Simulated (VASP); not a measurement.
# AlN (P6_3mc) in VASP: elastic constants with LDA

Aim: the elastic constants of AlN with LDA.

Program: VASP 6.6.1. These are calculated values, not measurements. Logs are shortened: lines on timing, memory, paths and dates and some standing lists are left out, and cuts for length are marked.

## 1. The cell of the first run

It takes space group P6_3mc (No. 186, hexagonal). The conventional cell has a = 3.089 Å, b = 3.089 Å, c = 4.943 Å, α = 90.00°, β = 90.00°, γ = 120.00°. Al (site symmetry 3m) has 4 N at 1.88 to 1.89 Å within 2.5 Å. N (site symmetry 3m) has 4 Al at 1.88 to 1.89 Å within 2.5 Å.

## 2. Elastic constants, LDA

INCAR reads:

```
  PREC = Accurate
  ENCUT = 600
  EDIFF = 1E-8
  ISMEAR = 0
  SIGMA = 0.01
  LREAL = False
  LASPH = True
  NELM = 120
  ALGO = Normal
  ISIF = 3
  LWAVE = False
  LCHARG = True
  GGA = CA
  IBRION = 6
  NFREE = 2
  POTIM = 0.015
  NSW = 1
  GGA_COMPAT = False
```

KPOINTS reads:

```
Automatic mesh
0
Gamma
  8 8 4
```

POSCAR reads:

```
AlN
1.0
    3.0886100920      0.0000000000      0.0000000000
   -1.5443050460      2.6748148021      0.0000000000
    0.0000000000      0.0000000000      4.9431236075
Al N
2 2
Direct
    0.3333333333      0.6666666667      0.0000096089
    0.6666666667      0.3333333333      0.5000096089
    0.3333333333      0.6666666667      0.3819903911
    0.6666666667      0.3333333333      0.8819903911
```

Potentials or basis: VASP PAW LDA potentials, release 64 (Al, N).

Launch:

```
$ cat potpaw_LDA.64/Al/POTCAR potpaw_LDA.64/N/POTCAR > POTCAR
$ mpirun -np 1 vasp_std > vasp.out
```

OUTCAR:

```text
PREC = Accurate
   ENCUT = 600
   EDIFF = 1E-8
   ISMEAR = 0
   LREAL = False
   LASPH = True
   NELM = 120
   ISIF = 3
   GGA = CA
   IBRION = 6
   NFREE = 2
   POTIM = 0.015
   NSW = 1

 ion  position               nearest neighbor table
   1  0.333  0.667  0.000-   4 1.88   4 1.88   4 1.88   3 1.89   2 3.05   2 3.05   2 3.05   2 3.05
                             2 3.05   2 3.05
   2  0.667  0.333  0.500-   3 1.88   3 1.88   3 1.88   4 1.89   1 3.05   1 3.05   1 3.05   1 3.05
                             1 3.05   1 3.05
   3  0.333  0.667  0.382-   2 1.88   2 1.88   2 1.88   1 1.89
   4  0.667  0.333  0.882-   1 1.88   1 1.88   1 1.88   2 1.89

  LATTYP: Found a hexagonal cell.
 ALAT       =     3.0886100920
 C/A-ratio  =     1.6004362675

  Lattice vectors:

 A1 = (   3.0886100920,   0.0000000000,   0.0000000000)
 A2 = (  -1.5443050460,   2.6748148021,   0.0000000000)
 A3 = (   0.0000000000,   0.0000000000,   4.9431236075)

Analysis of symmetry for initial positions (statically):
=====================================================================
 Subroutine PRICEL returns:
 Original cell was already a primitive cell.

 Routine SETGRP: Setting up the symmetry group for a
 hexagonal supercell.

 Subroutine GETGRP returns: Found 12 space group operations
 (whereof  6 operations were pure point group operations)
 out of a pool of 24 trial point group operations.

The static configuration has the point symmetry C_3v.
 The point group associated with its full space group is C_6v.

Analysis of symmetry for dynamics (positions and initial velocities):
=====================================================================
 Subroutine PRICEL returns:
 Original cell was already a primitive cell.

 Routine SETGRP: Setting up the symmetry group for a
 hexagonal supercell.

 Subroutine GETGRP returns: Found 12 space group operations
 (whereof  6 operations were pure point group operations)
 out of a pool of 24 trial point group operations.

The dynamic configuration has the point symmetry C_3v.
 The point group associated with its full space group is C_6v.

 Subroutine INISYM returns: Found 12 space group operations
 (whereof  6 operations are pure point group operations),
 and found     1 'primitive' translations

----------------------------------------------------------------------------------------

                                     Primitive cell

  volume of cell :      40.8374

  direct lattice vectors                    reciprocal lattice vectors
     3.088610092  0.000000000  0.000000000     0.323770230  0.186928829  0.000000000
    -1.544305046  2.674814802  0.000000000     0.000000000  0.373857659  0.000000000
     0.000000000  0.000000000  4.943123607     0.000000000  0.000000000  0.202301233

  length of vectors
     3.088610092  3.088610092  4.943123607     0.373857659  0.373857659  0.202301233

  position of ions in fractional coordinates (direct lattice)
     0.333333333  0.666666667  0.000009609
     0.666666667  0.333333333  0.500009609
     0.333333333  0.666666667  0.381990391
     0.666666667  0.333333333  0.881990391

  ion indices of the primitive-cell ions
   primitive index   ion index
                 1           1
                 2           2
                 3           3
                 4           4

----------------------------------------------------------------------------------------

 KPOINTS: Automatic mesh

[... 124 lines left out ...]
  -------------------------------------------------------------------------------------
  Total        0.1490983      0.1490983      0.1410297      0.0000000      0.0000000      0.0000000
  in kB        5.8495844      5.8495844      5.5330271      0.0000000      0.0000000      0.0000000
  external PRESSURE =       5.7440653 kB  Pullay stress =       0.0000000 kB
[... 95 lines left out ...]
  FREE ENERGIE OF THE ION-ELECTRON SYSTEM (eV)
  ---------------------------------------------------
  free  energy   TOTEN  =       -32.8257487086 eV

  energy  without entropy=      -32.8257487086  energy(sigma->0) =      -32.82574871

[... ionic steps 4 to 18 ...]

--------------------------------------- Ionic step       19  -------------------------------------------

 number of electron      15.9999999 magnetization

------------------------ aborting loop because EDIFF is reached ----------------------------------------
[... 71 lines left out ...]
--------------------------------------- Ionic step       21  -------------------------------------------

 number of electron      16.0000000 magnetization

 Free energy of the ion-electron system (eV)
  ---------------------------------------------------
  ext. energy  EPLUGINS =         0.00000000
  ---------------------------------------------------
  free energy    TOTEN  =       -32.83986485 eV

  energy without entropy =      -32.83986485  energy(sigma->0) =      -32.83986485

 E-fermi :   6.2105     XC(G=0): -11.3437

 val. band max:        6.0910325373   @ k =   0.0000   0.0000   0.0000
 cond. band min:      10.5376336633   @ k =   0.0000   0.0000   0.0000
 fundamental gap:      4.4466011260
 Fermi energy:         6.2105488758

 k-point     1 :       0.0000    0.0000    0.0000
  band No.  band energies     occupation
      1      -9.0586      2.00000
      2      -6.7632      2.00000
      3      -0.0471      2.00000
      4       5.2357      2.00000
      5       5.2357      2.00000
      6       5.8977      2.00000
      7       5.8977      2.00000
      8       6.0910      2.00000
      9      10.5376      0.00000
     10      12.8415      0.00000
     11      16.7515      0.00000
     12      17.2166      0.00000
[... 331 lines left out ...]
 k-point    24 :       0.3750   -0.0000    0.5000
  band No.  band energies     occupation
      1      -6.8687      2.00000
      2      -6.8456      2.00000
      3       0.8950      2.00000
      4       0.9198      2.00000
      5       4.5582      2.00000
      6       4.5870      2.00000
      7       4.7177      2.00000
      8       4.7513      2.00000
      9      11.7063      0.00000
     10      11.7549      0.00000
     11      15.5365      0.00000
     12      15.6100      0.00000

 [... further k-points ...]
[... 5 lines left out ...]
  --------------------------------------------------------------------------------------
  -------------------------------------------------------------------------------------
  Total        0.0601525      0.0601525      0.3489875      0.0000000      0.0000000      0.0000000
  in kB        2.3599691      2.3599691     13.6918532      0.0000000      0.0000000      0.0000000
  external PRESSURE =       6.1372638 kB  Pullay stress =       0.0000000 kB
[... 19 lines left out ...]
  FREE ENERGIE OF THE ION-ELECTRON SYSTEM (eV)
  ---------------------------------------------------
  free  energy   TOTEN  =       -32.8398648455 eV

  energy  without entropy=      -32.8398648455  energy(sigma->0) =      -32.83986485

 INTERNAL STRAIN TENSORS FROM STRAINED CELLS
 ============================================

 INTERNAL STRAIN TENSOR FOR ION    1 for displacements in x,y,z  (eV/Angst):
          X           Y           Z          XY          YZ          ZX
  --------------------------------------------------------------------------------
  x     0.00000     0.00000     0.00000    -9.67826     0.00000    -5.74965
  y    -9.70583     9.72649    -0.00000    -0.00003    -5.74289    -0.00004
  z    -5.99478    -6.00687    13.32594    -0.00072    -0.00486    -0.00025

 INTERNAL STRAIN TENSORS FROM DISPLACED ATOMS
 ============================================

 INTERNAL STRAIN TENSOR FOR ION    1 for displacements in x,y,z  (eV/Angst):
          X           Y           Z          XY          YZ          ZX
  --------------------------------------------------------------------------------
  x     0.00000     0.00000     0.00000    -9.69286    -0.00000    -5.74786
  y    -9.69286     9.69286     0.00000     0.00000    -5.74786     0.00000
  z    -5.97539    -5.97539    13.26815     0.00000     0.00000     0.00000

 INTERNAL STRAIN TENSOR FOR ION    4 for displacements in x,y,z  (eV/Angst):
          X           Y           Z          XY          YZ          ZX
  --------------------------------------------------------------------------------
  x     0.00000     0.00000    -0.00000    11.28308     0.00000     5.74962
  y    11.28308   -11.28308     0.00000     0.00000     5.74962    -0.00000
  z     5.98652     5.98652   -13.27040     0.00000     0.00000     0.00000

 Eigenvectors and eigenvalues of the dynamical matrix
 ----------------------------------------------------

   1 f  =   21.998525 THz   138.220807 2PiTHz  733.791795 cm-1    90.978547 meV
             X         Y         Z           dx          dy          dz
     -0.000000  1.783210  0.000047    -0.000000   -0.000000    0.011194
      1.544305  0.891605  2.471609    -0.000000   -0.000000   -0.011194
     -0.000000  1.783210  1.888226     0.000000    0.000000   -0.707018
      1.544305  0.891605  4.359788     0.000000    0.000000    0.707018
[... 71 lines left out ...]
  12 f/i=    0.001290 THz     0.008106 2PiTHz    0.043034 cm-1     0.005336 meV
             X         Y         Z           dx          dy          dz
     -0.000000  1.783210  0.000047     0.347222    0.456780   -0.000000
      1.544305  0.891605  2.471609     0.347222    0.456780   -0.000000
     -0.000000  1.783210  1.888226     0.250092    0.329003   -0.000000
      1.544305  0.891605  4.359788     0.250092    0.329003   -0.000000

--------------------------------------------------------------------------------------------------------

 ELASTIC MODULI CONTR FROM IONIC RELAXATION (kBar)
 Direction    XX          YY          ZZ          XY          YZ          ZX
 --------------------------------------------------------------------------------
 XX        -802.1976    380.6828    467.5839      0.0000      0.0000     -0.0000
 YY         380.6828   -802.1976    467.5839     -0.0000      0.0000      0.0000
 ZZ         467.5839    467.5839  -1037.3760     -0.0000      0.0000     -0.0000
 XY           0.0000     -0.0000     -0.0000   -591.4402      0.0000      0.0000
 YZ          -0.0000     -0.0000      0.0000      0.0000   -163.1251      0.0000
 ZX          -0.0000      0.0000     -0.0000      0.0000      0.0000   -163.1251
 --------------------------------------------------------------------------------

 TOTAL ELASTIC MODULI (kBar)
 Direction    XX          YY          ZZ          XY          YZ          ZX
 --------------------------------------------------------------------------------
 XX        3986.5216   1464.5049   1140.8682      0.0000      0.0000     -0.0000
 YY        1464.5049   3986.5216   1140.8682     -0.0000      0.0000      0.0000
 ZZ        1140.8682   1140.8682   3716.7360     -0.0000      0.0000     -0.0000
 XY           0.0000     -0.0000     -0.0000   1261.0084      0.0000      0.0000
 YZ          -0.0000     -0.0000      0.0000      0.0000   1153.8690      0.0000
 ZX          -0.0000      0.0000     -0.0000      0.0000      0.0000   1153.8690
 --------------------------------------------------------------------------------
```

It took 12 min on 1 thread of Oxide Virtual Turin-like, shared host; peak memory 0.24 GiB.

What came out:

```
Voigt bulk modulus                                      : 213 GPa
Highest phonon frequency at Γ, LO-TO splitting left out : 734 cm⁻¹
```

Phonon frequencies in cm⁻¹ (negative: imaginary):
```tsv
q point	frequencies
(0.000, 0.000, 0.000)	0 0 0 239 239 555 627 674 674 685 685 734
```

Elastic tensor in Voigt notation (GPa, in the Cartesian axes of the cell as first typed):
```
399 146 114   0   0   0
146 399 114   0   0   0
114 114 372   0   0   0
  0   0   0 115   0   0
  0   0   0   0 115   0
  0   0   0   0   0 126
```

Clamped-ion elastic tensor (GPa):
```
479 108  67   0   0   0
108 479  67   0   0   0
 67  67 475   0   0   0
  0   0   0 132   0   0
  0   0   0   0 132   0
  0   0   0   0   0 185
```
